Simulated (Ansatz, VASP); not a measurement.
## One calculation of HfO2, two programs

Contents of INCAR:

```
SYSTEM = HfO2
ALGO = Normal ; EDIFF = 1E-7
ENCUT = 520 ; GGA = PE
ISIF = 2 ; ISMEAR = 0
LASPH = .True. ; LCHARG = .False.
LREAL = Auto ; LWAVE = .False.
NBANDS = 81 ; NELM = 80
PREC = Accurate ; SIGMA = 0.02
```

Contents of KPOINTS:

```
k-points
0
Gamma
  3 3 3
  0 0 0
```

The input POSCAR:

```
HfO2
1.0
    5.9029970000      0.0028260000     -0.0026930000
   -0.0028500000      6.3276670000     -0.4273680000
    0.0028340000     -0.4015910000      5.8346220000
Hf O
6 12
Direct
    0.2662144822      0.2560222202      0.8797713587
    0.7662180470      0.0114774407      0.8084182953
    0.6725250568      0.5986567613      0.0875292098
    0.4168705806      0.0434140842      0.3632484252
    0.9168496850      0.2240677157      0.3249393575
    0.1725199196      0.6688325371      0.6006136576
    0.1696878382      0.0516456131      0.1263637958
    0.0252196996      0.9713052840      0.5647198417
    0.6696832785      0.2158477147      0.5618135906
    0.8689630998      0.6985941809      0.8210232386
    0.4215254468      0.9712919882      0.7291542717
    0.2024844278      0.3249325516      0.5299588950
    0.9091673780      0.5520941521      0.3417423337
    0.7024951680      0.9425437337      0.1582260043
    0.9215077433      0.2962143455      0.9590276550
    0.4091717512      0.7153980459      0.3464336226
    0.3689624381      0.5688979963      0.8671354693
    0.5252197691      0.2961838193      0.1234617351
```

Input for Ansatz:

```yaml
crystal:
  lattice:
    - [5.902997, 0.002826, -0.002693]
    - [-0.00285, 6.327667, -0.427368]
    - [0.002834, -0.401591, 5.834622]
  atoms:
    - { symbol: Hf, position: [0.2662144822, 0.2560222202, 0.8797713587] }
    - { symbol: Hf, position: [0.766218047, 0.0114774407, 0.8084182953] }
    - { symbol: Hf, position: [0.6725250568, 0.5986567613, 0.0875292098] }
    - { symbol: Hf, position: [0.4168705806, 0.0434140842, 0.3632484252] }
    - { symbol: Hf, position: [0.916849685, 0.2240677157, 0.3249393575] }
    - { symbol: Hf, position: [0.1725199196, 0.6688325371, 0.6006136576] }
    - { symbol: O, position: [0.1696878382, 0.0516456131, 0.1263637958] }
    - { symbol: O, position: [0.0252196996, 0.971305284, 0.5647198417] }
    - { symbol: O, position: [0.6696832785, 0.2158477147, 0.5618135906] }
    - { symbol: O, position: [0.8689630998, 0.6985941809, 0.8210232386] }
    - { symbol: O, position: [0.4215254468, 0.9712919882, 0.7291542717] }
    - { symbol: O, position: [0.2024844278, 0.3249325516, 0.529958895] }
    - { symbol: O, position: [0.909167378, 0.5520941521, 0.3417423337] }
    - { symbol: O, position: [0.702495168, 0.9425437337, 0.1582260043] }
    - { symbol: O, position: [0.9215077433, 0.2962143455, 0.959027655] }
    - { symbol: O, position: [0.4091717512, 0.7153980459, 0.3464336226] }
    - { symbol: O, position: [0.3689624381, 0.5688979963, 0.8671354693] }
    - { symbol: O, position: [0.5252197691, 0.2961838193, 0.1234617351] }
basis:
  ecutwfc: 420
kpoints:
  mp_grid: { grid: [3, 3, 3] }
hamiltonian:
  xc: pbe
scf:
  occupations: { method: gaussian, width: 0.02 }
  n_extra_bands: 9
output:
  forces: true
  stress: true
  eigenvalues: true
  populations: true
  dos:
    method: { smearing: { sigma: 0.1, scheme: gaussian } }
    projected: true
    de: 0.02
  write_density: true
  write_potential: true
  elf: true
  volumetric_format: npy
```

Alike in both runs: task single point; functional PBE; k mesh 3 × 3 × 3; occupations gaussian, width 0.02 eV; no spin polarisation.

|  | VASP | Ansatz |
| --- | --- | --- |
| version | VASP 6.6.1 | Ansatz 0.2.0 |
| potentials or method | VASP PAW PBE potentials, release 64 (Hf_pv, O), cutoff 520 eV | scalar-relativistic, plane waves, PAW |
| valence electrons in the cell | 132 | 228 |

|  | VASP | Ansatz | Ansatz less VASP |
| --- | --- | --- | --- |
| gap on the k mesh at the Fermi level (eV) | 3.88 | 3.93 | +0.043 |
| least direct gap on the mesh (eV) | 3.88 | 3.93 | +0.043 |
| pressure (GPa) | -2.8 | 0.0 | +2.79 |
| traceless stress, the component that is largest in VASP (GPa) | 0.15 | -0.04 | -0.189 |
| rms of the force components (eV/Å) | 0.047 | 0.009 | -0.0379 |

Atom by atom the forces differ by 0.047 eV/Å (rms over components). VASP's potentials hold 132 valence electrons a cell and Ansatz's 228, so a difference there can come from the potentials and not from the codes.

Neither program's run includes spin-orbit coupling.
